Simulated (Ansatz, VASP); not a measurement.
# One calculation of CsI, two programs

INCAR

```
SYSTEM = CsI
PREC = Accurate
ENCUT = 500
EDIFF = 1E-6
ISMEAR = 0
SIGMA = 0.05
LREAL = .FALSE.
LASPH = .TRUE.
NELM = 200
ALGO = Normal
ISIF = 2
LWAVE = .FALSE.
LCHARG = .TRUE.
LNONCOLLINEAR = .TRUE.
MAGMOM = 0 0 0 0 0 0
LORBIT = 11
LSORBIT = .TRUE.
GGA_COMPAT = .FALSE.
LORBMOM = .TRUE.
GGA = PE
LVHAR = .TRUE.
NBANDS = 28
```

KPOINTS

```
Automatic mesh
0
G
  8 8 8
  0 0 0
```

POSCAR

```
CsI
1.0
    4.6654673611      0.0000000000      0.0000000000
    0.0000000000      4.6654673611      0.0000000000
    0.0000000000      0.0000000000      4.6654673611
Cs I
1 1
Direct
    0.0000000000      0.0000000000      0.0000000000
    0.5000000000      0.5000000000      0.5000000000
```

Input for Ansatz:

```yaml
crystal:
  lattice:
    - [4.6654671083, 0.0, 0.0]
    - [0.0, 4.6654671083, 0.0]
    - [0.0, 0.0, 4.6654671083]
  atoms:
    - { symbol: Cs, position: [0.0, 0.0, 0.0] }
    - { symbol: I, position: [0.5, 0.5, 0.5] }
basis:
  ecutwfc: 420
  ecutrho_ratio: 4
kpoints:
  mp_grid: { grid: [8, 8, 8] }
hamiltonian:
  xc: pbe
scf:
  occupations: { method: gaussian, width: 0.05 }
output:
  forces: true
  stress: true
  eigenvalues: true
  populations: true
  dos: { projected: true, de: 0.02 }
  write_density: true
  write_potential: true
  elf: true
  volumetric_format: npy
magnetization:
  noncollinear: true
  spin_orbit: true
```

Alike in both runs: task single point; functional PBE; k mesh 8 × 8 × 8; occupations gaussian, width 0.05 eV; non-collinear spin, spin-orbit coupling.

```csv
,VASP,Ansatz
version,VASP 6.6.1,Ansatz 0.2.0
potentials or method,"VASP PAW PBE potentials, release 64 (Cs_sv, I), cutoff 500 eV","plane waves, PAW"
valence electrons in the cell,16,26
```

|  | VASP | Ansatz | Ansatz less VASP |
| --- | --- | --- | --- |
| pressure (GPa) | 0.0 | 0.0 | -0.02 |

With one functional, cell and mesh, what is left measures potentials, basis and numerics. VASP's potentials hold 16 valence electrons a cell and Ansatz's 26, so a difference there can come from the potentials and not from the codes.
